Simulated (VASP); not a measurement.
A run of VASP 6.6.1 is set up as follows.

File INCAR:

```
SYSTEM = KBr
PREC = Accurate ; ENCUT = 520
EDIFF = 1E-7 ; ISMEAR = 0
SIGMA = 0.05 ; LREAL = .False.
LASPH = .True. ; NELM = 100
ALGO = Normal ; ISIF = 2
LWAVE = .False. ; LCHARG = .False.
NBANDS = 24
```

The input KPOINTS:

```
Automatic mesh
0
Gamma
  6 6 4
  0 0 0
```

The input POSCAR:

```
KBr
1.0
    3.8939733860      0.0000000000      0.0000000000
    0.0000000000      3.8939733860      0.0000000000
    0.0000000000      0.0000000000      7.7879467721
K Br
2 2
Direct
    0.0000000000      0.0000000000      0.0000000000
    0.0000000000      0.0000000000      0.5000000000
    0.5000000000      0.5000000000      0.2500000000
    0.5000000000      0.5000000000      0.7500000000
```

Potentials or basis: VASP PAW LDA potentials, release 64 (K_sv, Br).

Run with:

```sh
$ cat potpaw_LDA.64/K_sv/POTCAR potpaw_LDA.64/Br/POTCAR > POTCAR
$ mpirun -np 1 vasp_std > vasp.out
```

Question: Predict the band gap on the k mesh.

Answer: 3.85 eV.

Question: Estimate the pressure.

Answer: -1.0 GPa.

A k mesh can miss the band edges.
